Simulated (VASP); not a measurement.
S:

```
S
1.0
     0.00000    2.47836    4.49640
     1.13804    0.00000    4.49640
     1.13804    2.47836    0.00000
S
1
Direct
  0.50000 0.50000 0.50000
```

The cell was built from a structure type or drawn by symmetry, and may not be a known phase.

```yaml
Program: VASP 6.6.1
Task: relaxation of cell and atoms
Functional: PBE
Potentials_or_basis: VASP PAW PBE potentials, release 64 (S)
Cutoff: 600 eV
k_mesh: 26 × 26 × 26
Occupations: gaussian, width 0.1 eV
Spin: no spin polarisation
```

At the start: pressure 0.7 GPa; volume 25.36 Å³/atom.

**Question.** Where does the relaxation end?

**Answer.** Over 38 steps the energy falls by 249.9 meV/atom and the volume is 33.59 Å³/atom (+32.4 %); space group Fmmm (No. 69, to 0.1 Å) before and after.

Step by step:
```csv
step,energy change (eV),largest force (eV/Å),pressure (GPa),volume (Å³)
1,0.0000,0.0000,0.71,25.36
2,-0.0101,0.0000,0.45,25.77
3,-0.0128,0.0000,0.40,26.04
4,-0.0227,0.0000,0.40,26.55
5,-0.0689,0.0000,1.11,27.52
6,-0.1717,0.0000,4.00,29.21
7,-0.1676,0.0000,5.03,29.62
8,-0.1700,0.0000,5.00,29.77
9,-0.1756,0.0000,4.95,30.20
10,-0.1806,0.0000,5.01,31.06
11,-0.1915,0.0000,4.34,31.31
12,-0.2160,0.0000,2.66,32.06
13,-0.2384,0.0000,0.54,33.59
14,-0.2401,0.0000,0.07,34.07
15,-0.2401,0.0000,-0.05,34.19
16,-0.2404,0.0000,-0.06,34.25
17,-0.2413,0.0000,-0.06,34.40
18,-0.2429,0.0000,-0.08,34.71
19,-0.2456,0.0000,-0.15,35.33
20,-0.2478,0.0000,-0.28,36.55
21,-0.2477,0.0000,0.22,36.16
22,-0.2480,0.0000,-0.05,36.37
23,-0.2481,0.0000,-0.05,36.27
24,-0.2484,0.0000,-0.07,35.96
25,-0.2488,0.0000,-0.06,35.34
26,-0.2491,0.0000,-0.04,34.12
27,-0.2491,0.0000,-0.05,34.44
28,-0.2491,0.0000,0.01,34.32
29,-0.2492,0.0000,0.15,34.03
30,-0.2493,0.0000,0.16,33.95
31,-0.2494,0.0000,0.17,33.70
32,-0.2496,0.0000,0.21,33.21
33,-0.2497,0.0000,0.00,33.28
34,-0.2497,0.0000,0.03,33.27
35,-0.2497,0.0000,0.03,33.31
36,-0.2498,0.0000,0.03,33.42
37,-0.2499,0.0000,0.02,33.64
38,-0.2499,0.0000,0.02,33.59
```

Final structure:
```
S
1.0
     0.00000    3.89178    4.11804
     1.04781    0.00000    4.11804
     1.04781    3.89178    0.00000
S
1
Cartesian
  1.0478 3.8918 4.1180
```

Caveat: the volume moved by over 15 % at a fixed basis, so the end points are rough.
